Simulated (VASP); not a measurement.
SiC:

```
Si C
1.0
     0.00000    2.01387    2.01387
     2.01387    0.00000    2.01387
     2.01387    2.01387    0.00000
Si C
1 1
Direct
  0.00000 0.00000 0.00000
  0.50000 0.50000 0.50000
```

Base run:

```yaml
Program: VASP 6.6.1
Functional: PBE
Potentials_or_basis: VASP PAW PBE potentials, release 64 (Si, C)
Cutoff: 520 eV
k_mesh: 8 × 8 × 8
Occupations: methfessel-paxton, width 0.5 eV
Spin: no spin polarisation
```

Its results: band gap on the k mesh zero (bands 4 and 5 overlap by 0.89 eV); pressure 6.0 GPa.

Q: The run is repeated on the same cell with these changes: functional from PBE to r2SCAN; occupations from methfessel-paxton, width 0.5 eV to fermi-dirac, width 0.02 eV. What comes out?

A: Band gap on the k mesh zero (bands 4 and 5 overlap by 0.66 eV); pressure -0.3 GPa.

Caveats: the cell stands under pressure (at least some runs); so wide a smearing shifts energies and pressures (at least some runs); semilocal functionals underestimate gaps, so a narrow gap can read as zero (at least some runs); the PAW data sets were made with another functional, which shifts forces and pressure a little (at least some runs).
